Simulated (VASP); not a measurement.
# HgTe (Fm-3m) in VASP: notebook, part 2 of 2

VASP 6.6.1.

### Step 4. Single point, PBE+D3(BJ)

File INCAR:

```
SYSTEM = HgTe
PREC     = Accurate       ! precision mode
ENCUT    = 520            ! plane-wave cutoff, eV
EDIFF    = 1E-6           ! SCF threshold, eV
ISMEAR   = 0              ! smearing method
SIGMA    = 0.1            ! smearing width, eV
LREAL    = .False.        ! projectors in reciprocal space
LASPH    = .True.         ! aspherical terms in the spheres
NELM     = 60             ! most SCF steps
ALGO     = Normal         ! electronic algorithm
ISIF     = 2              ! what is computed and relaxed
LWAVE    = .False.        ! write WAVECAR
LCHARG   = .False.        ! write CHGCAR
GGA      = PE             ! functional
IVDW     = 12             ! dispersion correction
NBANDS   = 16             ! bands
```

File KPOINTS:

```
Automatic mesh
0
Gamma
  4 4 4
  0 0 0
```

File POSCAR:

```
HgTe
1.0
    0.0000000000      3.0771170000      3.0771170000
    3.0771170000      0.0000000000      3.0771170000
    3.0771170000      3.0771170000      0.0000000000
Hg Te
1 1
Direct
    0.0000000000      0.0000000000      0.0000000000
    0.5000000000      0.5000000000      0.5000000000
```

Run with:

```sh
$ cat potpaw_PBE.64/Hg/POTCAR potpaw_PBE.64/Te/POTCAR > POTCAR
$ mpirun -np 1 vasp_std > vasp.out
```

Wall time 8.4 s (1 thread of Intel Xeon Platinum 8259CL at 2.50GHz (Skylake/Cascade Lake), shared host); peak memory 0.18 GiB.

Results (log left out):

```
Free energy                : -4.0290 eV
Pressure                   : -1.4 GPa
Band gap on the k mesh     : zero (band 9 reaches 4.42 eV, above the bottom of band 10 at 2.01 eV)
Dispersion energy per atom : -0.430 eV
```

Levels at points of the mesh, in eV from the Fermi level:
```csv
k point,band 7,band 8,band 9,band 10,band 11,band 12
"(0.00, 0.00, 0.00)",-1.35,-0.88,-0.88,-0.88,7.34,7.34
"(0.50, 0.00, 0.00)",-5.72,0.02,0.02,2.39,3.26,3.69
"(0.50, 0.50, 0.00)",-4.34,-3.04,-2.40,-2.40,4.61,8.72
```

Caveat: the k points lie up to 0.44 Å⁻¹ apart; spin-orbit coupling is left out, which moves the levels of the heavy elements; pairwise dispersion overbinds metals, which lowers pressure and volume.

### Step 5. Single point, PBE

File INCAR:

```
SYSTEM = HgTe
PREC = Accurate ; ENCUT = 520
EDIFF = 1E-6 ; ISMEAR = 1
SIGMA = 0.0081 ; LREAL = .FALSE.
LASPH = .TRUE. ; NELM = 60
ALGO = Normal ; ISIF = 2
LWAVE = .FALSE. ; LCHARG = .FALSE.
GGA = PE ; NBANDS = 16
```

File KPOINTS:

```
regular mesh
0
G
  4 4 4
  0 0 0
```

POSCAR is that of step 4.

Potentials or basis: VASP PAW PBE potentials, release 64 (Hg, Te).

Run with:

```sh
$ cat potpaw_PBE.64/Hg/POTCAR potpaw_PBE.64/Te/POTCAR > POTCAR
$ mpirun -np 1 vasp_std > vasp.out
```

OUTCAR:

```text
SYSTEM = HgTe
   PREC = Accurate
   ENCUT = 520
   EDIFF = 1E-6
   ISMEAR = 1
   LREAL = .FALSE.
   LASPH = .TRUE.
   NELM = 60
   ISIF = 2
   GGA = PE

 ion  position               nearest neighbor table
   1  0.000  0.000  0.000-   2 3.08   2 3.08   2 3.08   2 3.08   2 3.08   2 3.08
   2  0.500  0.500  0.500-   1 3.08   1 3.08   1 3.08   1 3.08   1 3.08   1 3.08

  LATTYP: Found a face centered cubic cell.
 ALAT       =     6.1542340000

  Lattice vectors:

 A1 = (   0.0000000000,   3.0771170000,   3.0771170000)
 A2 = (   3.0771170000,   0.0000000000,   3.0771170000)
[... 319 lines left out ...]

  FORCE on cell =-STRESS in cart. coord.  units (eV):
  Direction    XX          YY          ZZ          XY          YZ          ZX
  --------------------------------------------------------------------------------------
  -------------------------------------------------------------------------------------
  Total        0.4151997      0.4151997      0.4151997     -0.0000000      0.0000000     -0.0000000
  in kB       11.4157802     11.4157802     11.4157802     -0.0000000      0.0000000     -0.0000000
  external PRESSURE =      11.4157802 kB  Pullay stress =       0.0000000 kB

 VOLUME and BASIS-vectors are now :
 -----------------------------------------------------------------------------
  energy-cutoff  :      520.00
  volume of cell :       58.27
      direct lattice vectors                 reciprocal lattice vectors
     0.000000000  3.077117000  3.077117000    -0.162489759  0.162489759  0.162489759
     3.077117000  0.000000000  3.077117000     0.162489759 -0.162489759  0.162489759
     3.077117000  3.077117000  0.000000000     0.162489759  0.162489759 -0.162489759

 POSITION                                       TOTAL-FORCE (eV/Angst)
 -----------------------------------------------------------------------------------
      0.00000      0.00000      0.00000        -0.000000      0.000000     -0.000000
      3.07712      3.07712      3.07712         0.000000     -0.000000      0.000000
 -----------------------------------------------------------------------------------
    total drift:                                0.000000     -0.000000     -0.000000

  FREE ENERGIE OF THE ION-ELECTRON SYSTEM (eV)
  ---------------------------------------------------
  free  energy   TOTEN  =        -3.1609261303 eV

  energy  without entropy=       -3.1606405093  energy(sigma->0) =       -3.16083092
```

It took 7.4 s on 1 thread of Intel Xeon Platinum 8259CL at 2.50GHz (Skylake/Cascade Lake), shared host; peak memory 0.17 GiB.

What came out:

* Free energy: -3.1609 eV
* Pressure: 1.1 GPa
* Band gap on the k mesh: zero (band 9 reaches 4.43 eV, above the bottom of band 10 at 2.01 eV)

Levels at points of the mesh, in eV from the Fermi level:
```csv
k point,band 6,band 7,band 8,band 9,band 10,band 11,band 12,band 13
"(0.00, 0.00, 0.00)",-6.97,-1.38,-0.90,-0.90,-0.90,7.31,7.31,7.31
"(0.50, 0.00, 0.00)",-6.81,-5.75,0.00,0.00,2.36,3.24,3.66,3.66
"(0.50, 0.50, 0.00)",-6.18,-4.36,-3.07,-2.42,-2.42,4.58,8.70,8.70
```

Caveat: the k points lie up to 0.44 Å⁻¹ apart; spin-orbit coupling is left out, which moves the levels of the heavy elements.

### Step 6. The runs side by side

| level | smearing | gap on the mesh (eV) | pressure (GPa) |
| --- | --- | --- | --- |
| PBE | tetrahedron | none | 1.9 |
| PBE+D3(BJ) | gaussian 0.1 eV | none | -1.4 |
| PBE | methfessel-paxton 0.0081 eV | none | 1.1 |

Alike in all rows: task single point; potentials or basis VASP PAW PBE potentials, release 64 (Hg, Te); no spin polarisation; cell as given; k mesh 4 × 4 × 4; cutoff (eV) 520.

Caveats: all runs use coarse meshes; spin-orbit coupling is left out, which moves the levels of the heavy elements; pairwise dispersion overbinds metals, which lowers pressure and volume (some runs).

Total energies depend on the potentials used, so only differences within one code and one set of settings carry meaning.
